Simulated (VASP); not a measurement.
# SnTe (Fm-3m) in VASP: a series of runs

The runs below take SnTe through single point, with PBE.

Everything below comes from runs of VASP 6.6.1. Logs are shortened: lines on timing, memory, paths and dates and some standing lists are left out, and cuts for length are marked.

## 1. The cell of the first run

It takes space group Fm-3m (No. 225, cubic). The conventional cell has a = 6.313 Å, b = 6.313 Å, c = 6.313 Å, α = 90.00°, β = 90.00°, γ = 90.00°. Sn (site symmetry m-3m) has 6 Te at 3.16 Å within 4.2 Å. Te (site symmetry m-3m) has 6 Sn at 3.16 Å within 4.2 Å.

## 2. Single point, PBE

Input file INCAR:

```
PREC = Accurate ; ENCUT = 520
EDIFF = 1E-7 ; ISMEAR = 0
SIGMA = 0.05 ; LREAL = F
LASPH = T ; NELM = 60
ALGO = Normal ; ISIF = 2
LWAVE = F ; LCHARG = F
GGA = PE ; NBANDS = 17
```

Input file KPOINTS:

```
regular mesh
0
Gamma
  6 6 6
```

Input file POSCAR:

```
SnTe
1.0
    0.0000000000      3.1565012282      3.1565012282
    3.1565012282      0.0000000000      3.1565012282
    3.1565012282      3.1565012282      0.0000000000
Sn Te
1 1
Direct
    0.5000000000      0.5000000000      0.5000000000
    0.0000000000      0.0000000000      0.0000000000
```

Potentials or basis: VASP PAW PBE potentials, release 64 (Sn_d, Te).

On the command line:

```
$ cat potpaw_PBE.64/Sn_d/POTCAR potpaw_PBE.64/Te/POTCAR > POTCAR
$ mpirun -np 1 vasp_std > vasp.out
```

OUTCAR:

```text
PREC = Accurate
   ENCUT = 520
   EDIFF = 1E-7
   ISMEAR = 0
   LREAL = F
   LASPH = T
   NELM = 60
   ISIF = 2
   GGA = PE

 ion  position               nearest neighbor table
   1  0.500  0.500  0.500-   2 3.16   2 3.16   2 3.16   2 3.16   2 3.16   2 3.16
   2  0.000  0.000  0.000-   1 3.16   1 3.16   1 3.16   1 3.16   1 3.16   1 3.16

  LATTYP: Found a face centered cubic cell.
 ALAT       =     6.3130024564

  Lattice vectors:

 A1 = (   0.0000000000,   3.1565012282,   3.1565012282)
 A2 = (   3.1565012282,   0.0000000000,   3.1565012282)
 A3 = (   3.1565012282,   3.1565012282,   0.0000000000)

Analysis of symmetry for initial positions (statically):
=====================================================================
 Subroutine PRICEL returns:
 Original cell was already a primitive cell.

 Routine SETGRP: Setting up the symmetry group for a
 face centered cubic supercell.

 Subroutine GETGRP returns: Found 48 space group operations
 (whereof 48 operations were pure point group operations)
 out of a pool of 48 trial point group operations.

The static configuration has the point symmetry O_h .

Analysis of symmetry for dynamics (positions and initial velocities):
=====================================================================
 Subroutine PRICEL returns:
 Original cell was already a primitive cell.

 Routine SETGRP: Setting up the symmetry group for a
 face centered cubic supercell.

 Subroutine GETGRP returns: Found 48 space group operations
 (whereof 48 operations were pure point group operations)
 out of a pool of 48 trial point group operations.

The dynamic configuration has the point symmetry O_h .

 Subroutine INISYM returns: Found 48 space group operations
 (whereof 48 operations are pure point group operations),
 and found     1 'primitive' translations

----------------------------------------------------------------------------------------

                                     Primitive cell

  volume of cell :      62.8996

  direct lattice vectors                    reciprocal lattice vectors
     0.000000000  3.156501228  3.156501228    -0.158403233  0.158403233  0.158403233
     3.156501228  0.000000000  3.156501228     0.158403233 -0.158403233  0.158403233
     3.156501228  3.156501228  0.000000000     0.158403233  0.158403233 -0.158403233

  length of vectors
     4.463966847  4.463966847  4.463966847     0.274362448  0.274362448  0.274362448

  position of ions in fractional coordinates (direct lattice)
     0.500000000  0.500000000  0.500000000
     0.000000000  0.000000000  0.000000000

  ion indices of the primitive-cell ions
   primitive index   ion index
                 1           1
                 2           2

----------------------------------------------------------------------------------------

 KPOINTS: regular mesh

Automatic generation of k-mesh.
 Grid dimensions read from file:
 generate k-points for:    6    6    6

 Generating k-lattice:

  Cartesian coordinates                     Fractional coordinates (reciprocal lattice)
    -0.026400539  0.026400539  0.026400539     0.166666667  0.000000000  0.000000000
     0.026400539 -0.026400539  0.026400539     0.000000000  0.166666667  0.000000000
     0.026400539  0.026400539 -0.026400539     0.000000000  0.000000000  0.166666667

  Length of vectors
     0.045727075  0.045727075  0.045727075

  Shift w.r.t. Gamma in fractional coordinates (k-lattice)
     0.000000000  0.000000000  0.000000000

 Subroutine IBZKPT returns following result:
 ===========================================

 Found     16 irreducible k-points:

 Following reciprocal coordinates:
            Coordinates               Weight
  0.000000  0.000000  0.000000      1.000000
  0.166667  0.000000  0.000000      8.000000
  0.333333  0.000000  0.000000      8.000000
  0.500000  0.000000  0.000000      4.000000
  0.166667  0.166667  0.000000      6.000000
  0.333333  0.166667  0.000000     24.000000
[... 8 lines left out ...]
 -0.333333  0.333333  0.166667     24.000000
 -0.333333  0.500000  0.166667     12.000000
   k-points           NKPTS =     16   k-points in BZ     NKDIM =     16   number of bands    NBANDS=     17
   number of dos      NEDOS =    301   number of ions     NIONS =      2
   total plane-waves  NPLWV =  46656
   dimension x,y,z NGX =    36 NGY =   36 NGZ =   36
   dimension x,y,z NGXF=    72 NGYF=   72 NGZF=   72
   ions per type =               1   1
   NGX,Y,Z   is equivalent  to a cutoff of  13.41, 13.41, 13.41 a.u.
   NGXF,Y,Z  is equivalent  to a cutoff of  26.81, 26.81, 26.81 a.u.
 SYSTEM =  unknown system
   PREC   = accura    normal or accurate (medium, high low for compatibility)
   ISTART =      0    job   : 0-new  1-cont  2-samecut
   ICHARG =      2    charge: 1-file 2-atom 10-const
   ISPIN  =      1    spin polarized calculation?
   LNONCOLLINEAR =      F non collinear calculations
   LSORBIT =      F    spin-orbit coupling
   LASPH  =      T    aspherical Exc in radial PAW
   ENCUT  =  520.0 eV  38.22 Ry    6.18 a.u.   8.30  8.30  8.30*2*pi/ulx,y,z
   NELM   =     60;   NELMIN=  2; NELMDL= -5     # of ELM steps
   EDIFF  = 0.1E-06   stopping-criterion for ELM
   LREAL  =      F    real-space projection
   EDIFFG = 0.1E-05   stopping-criterion for IOM
   NSW    =      0    number of steps for IOM
   IBRION =     -1    ionic relax: 0-MD 1-quasi-New 2-CG
   NFREE  =      0    steps in history (QN), initial steepest desc. (CG)
   ISIF   =      2    stress and relaxation
   ISYM   =      2    0-nonsym 1-usesym 2-fastsym
   POTIM  = 0.5000    time-step for ionic-motion
   TEBEG  =    0.0;   TEEND  =   0.0 temperature during run
   PSTRESS=    0.0 pullay stress
   NELECT =      20.0000    total number of electrons
   NUPDOWN=      -1.0000    fix difference up-down
   EMIN   =  10.00;   EMAX   =-10.00  energy-range for DOS
   EFERMI =   0.00;   METHOD = LEGACY
   ISMEAR =     0;   SIGMA  =   0.05  broadening in eV -4-tet -1-fermi 0-gaus
   EFERMI_NEDOS =   21; number of points for ismear=-14 and -15
   IALGO  =     38    algorithm
   IMIX   =      4    mixing-type and parameters
     AMIX     =   0.40;   BMIX     =  1.00
     AMIX_MAG =   1.60;   BMIX_MAG =  1.00
  volume/ion in A,a.u.               =      31.45       212.23
  Fermi-wavevector in a.u.,A,eV,Ry     =   1.117383  2.111548 16.987494  1.248546
  Thomas-Fermi vector in A             =   2.254006
   LORBIT       =      0    0 simple, 1 ext, 2 COOP (PROOUT), +10 PAW based schemes
   GGA     = PE    functional components
   LHFCALC =     F    Hartree Fock is set to
   AEXX    =    0.0000 exact exchange contribution
   IVDW    =     0    specifies the selected vdW correction
   LEPSILON=     F    determine dielectric tensor
   LRPA    =     F    only Hartree local field effects (RPA)
 non-spin polarized calculation
 Gauss-broadening in eV      SIGMA  =   0.05
  energy-cutoff  :      520.00
  volume of cell :       62.90
 maximum number of plane-waves:      1711
 NGX is ok and might be reduce to    36
   NGX = 17   NGY = 17   NGZ = 17

 number of electron      19.9999999 magnetization

 Free energy of the ion-electron system (eV)
  ---------------------------------------------------
  ext. energy  EPLUGINS =         0.00000000
  ---------------------------------------------------
  free energy    TOTEN  =        -7.54691417 eV

  energy without entropy =       -7.54636949  energy(sigma->0) =       -7.54664183

 E-fermi :   6.9407     XC(G=0):  -9.4751

 val. band max:        6.9003418343   @ k =   0.5000   0.0000   0.0000
 cond. band min:       6.9810497611   @ k =   0.5000   0.0000   0.0000
 fundamental gap:      0.0807079268
 Fermi energy:         6.9406957978

 k-point     1 :       0.0000    0.0000    0.0000
  band No.  band energies     occupation
      1     -15.0267      2.00000
      2     -15.0267      2.00000
      3     -15.0208      2.00000
      4     -15.0208      2.00000
      5     -15.0208      2.00000
      6      -5.8781      2.00000
[... 9 lines left out ...]
     16      11.6470      0.00000
     17      13.7196      0.00000

 k-point     2 :       0.1667    0.0000    0.0000
  band No.  band energies     occupation
      1     -15.0278      2.00000
      2     -15.0278      2.00000
      3     -15.0204      2.00000
      4     -15.0193      2.00000
      5     -15.0193      2.00000
      6      -5.6486      2.00000
[... 9 lines left out ...]
     16      12.2029      0.00000
     17      15.2848      0.00000

 k-point     3 :       0.3333    0.0000    0.0000
  band No.  band energies     occupation
      1     -15.0304      2.00000
      2     -15.0304      2.00000
      3     -15.0196      2.00000
      4     -15.0158      2.00000
      5     -15.0158      2.00000
      6      -5.0518      2.00000
[... 9 lines left out ...]
     16      13.7186      0.00000
     17      17.5549      0.00000

 k-point     4 :       0.5000    0.0000    0.0000
  band No.  band energies     occupation
      1     -15.0317      2.00000
      2     -15.0317      2.00000
      3     -15.0192      2.00000
      4     -15.0140      2.00000
      5     -15.0140      2.00000
      6      -4.6096      2.00000
[... 9 lines left out ...]
     16      15.7234      0.00000
     17      15.7234      0.00000

 k-point     5 :       0.1667    0.1667    0.0000
  band No.  band energies     occupation
      1     -15.0304      2.00000
      2     -15.0255      2.00000
      3     -15.0217      2.00000
      4     -15.0183      2.00000
      5     -15.0183      2.00000
      6      -5.5736      2.00000
[... 9 lines left out ...]
     16      13.0701      0.00000
     17      14.0526      0.00000

 k-point     6 :       0.3333    0.1667    0.0000
  band No.  band energies     occupation
      1     -15.0336      2.00000
      2     -15.0264      2.00000
      3     -15.0213      2.00000
      4     -15.0160      2.00000
      5     -15.0150      2.00000
      6      -5.1001      2.00000
[... 9 lines left out ...]
     16      14.5601      0.00000
     17      15.9274      0.00000

 k-point     7 :       0.5000    0.1667    0.0000
  band No.  band energies     occupation
      1     -15.0344      2.00000
      2     -15.0291      2.00000
      3     -15.0190      2.00000
      4     -15.0150      2.00000
      5     -15.0133      2.00000
      6      -4.5514      2.00000
[... 9 lines left out ...]
     16      15.8154      0.00000
     17      16.3272      0.00000

 k-point     8 :      -0.3333    0.1667    0.0000
  band No.  band energies     occupation
      1     -15.0319      2.00000
      2     -15.0306      2.00000
      3     -15.0183      2.00000
      4     -15.0151      2.00000
      5     -15.0150      2.00000
      6      -4.6979      2.00000
[... 9 lines left out ...]
     16      15.0100      0.00000
     17      16.7904      0.00000

 k-point     9 :      -0.1667    0.1667    0.0000
  band No.  band energies     occupation
      1     -15.0299      2.00000
      2     -15.0286      2.00000
      3     -15.0199      2.00000
      4     -15.0181      2.00000
      5     -15.0165      2.00000
      6      -5.2933      2.00000
[... 9 lines left out ...]
     16      14.3271      0.00000
     17      14.7149      0.00000

 k-point    10 :       0.3333    0.3333    0.0000
  band No.  band energies     occupation
      1     -15.0388      2.00000
      2     -15.0236      2.00000
      3     -15.0232      2.00000
      4     -15.0130      2.00000
      5     -15.0130      2.00000
      6      -4.8135      2.00000
[... 9 lines left out ...]
     16      15.8591      0.00000
     17      16.1246      0.00000

 k-point    11 :       0.5000    0.3333    0.0000
  band No.  band energies     occupation
      1     -15.0403      2.00000
      2     -15.0242      2.00000
      3     -15.0225      2.00000
      4     -15.0121      2.00000
      5     -15.0114      2.00000
      6      -4.4046      2.00000
[... 9 lines left out ...]
     16      16.4093      0.00000
     17      16.9667      0.00000

 k-point    12 :      -0.3333    0.3333    0.0000
  band No.  band energies     occupation
      1     -15.0367      2.00000
      2     -15.0276      2.00000
      3     -15.0187      2.00000
      4     -15.0146      2.00000
      5     -15.0128      2.00000
      6      -4.3311      2.00000
[... 9 lines left out ...]
     16      14.5357      0.00000
     17      16.8263      0.00000

 k-point    13 :       0.5000    0.5000    0.0000
  band No.  band energies     occupation
      1     -15.0436      2.00000
      2     -15.0245      2.00000
      3     -15.0221      2.00000
      4     -15.0102      2.00000
      5     -15.0102      2.00000
      6      -4.3132      2.00000
[... 9 lines left out ...]
     16      17.4466      0.00000
     17      17.9747      0.00000

 k-point    14 :       0.5000    0.3333    0.1667
  band No.  band energies     occupation
      1     -15.0361      2.00000
      2     -15.0268      2.00000
      3     -15.0205      2.00000
      4     -15.0145      2.00000
      5     -15.0131      2.00000
      6      -4.6321      2.00000
[... 9 lines left out ...]
     16      15.2506      0.00000
     17      15.9036      0.00000

 k-point    15 :      -0.3333    0.3333    0.1667
  band No.  band energies     occupation
      1     -15.0365      2.00000
      2     -15.0279      2.00000
      3     -15.0176      2.00000
      4     -15.0167      2.00000
      5     -15.0116      2.00000
      6      -4.3306      2.00000
[... 9 lines left out ...]
     16      16.7454      0.00000
     17      16.8532      0.00000

 k-point    16 :      -0.3333    0.5000    0.1667
  band No.  band energies     occupation
      1     -15.0399      2.00000
      2     -15.0253      2.00000
      3     -15.0211      2.00000
      4     -15.0139      2.00000
      5     -15.0102      2.00000
      6      -4.2481      2.00000
[... 9 lines left out ...]
     16      16.9492      0.00000
     17      18.1106      0.00000

------------------------ aborting loop because EDIFF is reached ----------------------------------------

  FORCE on cell =-STRESS in cart. coord.  units (eV):
  Direction    XX          YY          ZZ          XY          YZ          ZX
  --------------------------------------------------------------------------------------
  -------------------------------------------------------------------------------------
  Total        0.7682413      0.7682413      0.7682413     -0.0000000     -0.0000000      0.0000000
  in kB       19.5686260     19.5686260     19.5686260     -0.0000000     -0.0000000      0.0000000
  external PRESSURE =      19.5686260 kB  Pullay stress =       0.0000000 kB

 VOLUME and BASIS-vectors are now :
 -----------------------------------------------------------------------------
  energy-cutoff  :      520.00
  volume of cell :       62.90
      direct lattice vectors                 reciprocal lattice vectors
     0.000000000  3.156501228  3.156501228    -0.158403233  0.158403233  0.158403233
     3.156501228  0.000000000  3.156501228     0.158403233 -0.158403233  0.158403233
     3.156501228  3.156501228  0.000000000     0.158403233  0.158403233 -0.158403233

 POSITION                                       TOTAL-FORCE (eV/Angst)
 -----------------------------------------------------------------------------------
      3.15650      3.15650      3.15650         0.000000      0.000000      0.000000
      0.00000      0.00000      0.00000         0.000000      0.000000     -0.000000
 -----------------------------------------------------------------------------------
    total drift:                                0.000000      0.000000      0.000000

  FREE ENERGIE OF THE ION-ELECTRON SYSTEM (eV)
  ---------------------------------------------------
  free  energy   TOTEN  =        -7.5469141670 eV

  energy  without entropy=       -7.5463694864  energy(sigma->0) =       -7.54664183
```

Run time: 28 s. Hardware: 1 thread of Intel Xeon Platinum 8375C at 2.90GHz (Ice Lake), shared host; peak memory 0.19 GiB.

Results:

- Free energy: -7.5469 eV
- Pressure: 2.0 GPa
- Band gap on the k mesh: 0.08 eV, direct

Caveat: spin-orbit coupling is left out, which moves the levels of the heavy elements.

## 3. Single point, PBE

Input file INCAR:

```
SYSTEM = SnTe
  PREC = Accurate
  ENCUT = 520
  EDIFF = 1E-7
  ISMEAR = 0
  SIGMA = 0.05
  LREAL = .FALSE.
  LASPH = .TRUE.
  NELM = 60
  ALGO = Normal
  ISIF = 2
  LWAVE = .FALSE.
  LCHARG = .FALSE.
  GGA = PE
  NBANDS = 17
```

Input file KPOINTS:

```
regular mesh
0
G
  6 6 6
  0 0 0
```

POSCAR is that of step 2.

Potentials or basis: VASP PAW PBE potentials, release 64 (Sn_d, Te).

On the command line:

```
$ cat potpaw_PBE.64/Sn_d/POTCAR potpaw_PBE.64/Te/POTCAR > POTCAR
$ mpirun -np 1 vasp_std > vasp.out
```

Wall time 26 s (1 thread of Intel Xeon Platinum 8375C at 2.90GHz (Ice Lake), shared host); peak memory 0.2 GiB.

It converged, with:

- Free energy: -7.5469 eV
- Pressure: 2.0 GPa
- Band gap on the k mesh: 0.08 eV, direct

Levels at points of the mesh, in eV from the valence-band top:
```csv
k point,band 8,band 9,band 10,band 11,band 12,band 13
"(0.00, 0.00, 0.00)",-2.14,-2.14,-2.14,3.32,3.32,3.32
"(0.50, 0.00, 0.00)",-1.81,-1.81,0.00,0.08,0.36,0.36
"(0.50, 0.50, 0.00)",-5.55,-3.73,-3.73,2.18,4.89,4.89
```

Caveat: spin-orbit coupling is left out, which moves the levels of the heavy elements.
